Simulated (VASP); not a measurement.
Crystal: Mg.

```
Mg
1.0
     5.08280    0.00000    0.00000
    -2.54140    4.40183    0.00000
     0.00000    0.00000    3.11576
Mg
3
Direct
  0.00000 0.00000 0.00000
  0.33333 0.66667 0.50000
  0.66667 0.33333 0.50000
```

* Program: VASP 6.6.1
* Task: relaxation of cell and atoms
* Functional: LDA
* Potentials or basis: VASP PAW LDA potentials, release 64 (Mg)
* Cutoff: 600 eV
* k mesh: 7 × 7 × 10
* Occupations: fermi-dirac, width 0.1 eV
* Spin: no spin polarisation

At the start: pressure -2.2 GPa; volume 23.24 Å³/atom.

How do energy, volume and symmetry change on relaxing?

Over 6 steps the energy falls by 11.2 meV/atom and the volume is 21.74 Å³/atom (-6.5 %); space group P6/mmm (No. 191, to 0.05 Å).

The path:
```
step  energy change (eV)  largest force (eV/Å)  pressure (GPa)  volume (Å³)
   1              0.0000                0.0000           -2.20        69.71
   2             -0.0301                0.0000           -0.71        66.54
   3             -0.0333                0.0000           -0.01        65.27
   4             -0.0333                0.0000            0.04        65.18
   5             -0.0335                0.0000            0.03        65.20
   6             -0.0336                0.0000            0.02        65.21
```

Final structure:
```
Mg
1.0
     4.99074    0.00000    0.00000
    -2.49537    4.32211    0.00000
     0.00000    0.00000    3.02290
Mg
3
Direct
  0.00000 0.00000 0.00000
  0.33333 0.66667 0.50000
  0.66667 0.33333 0.50000
```
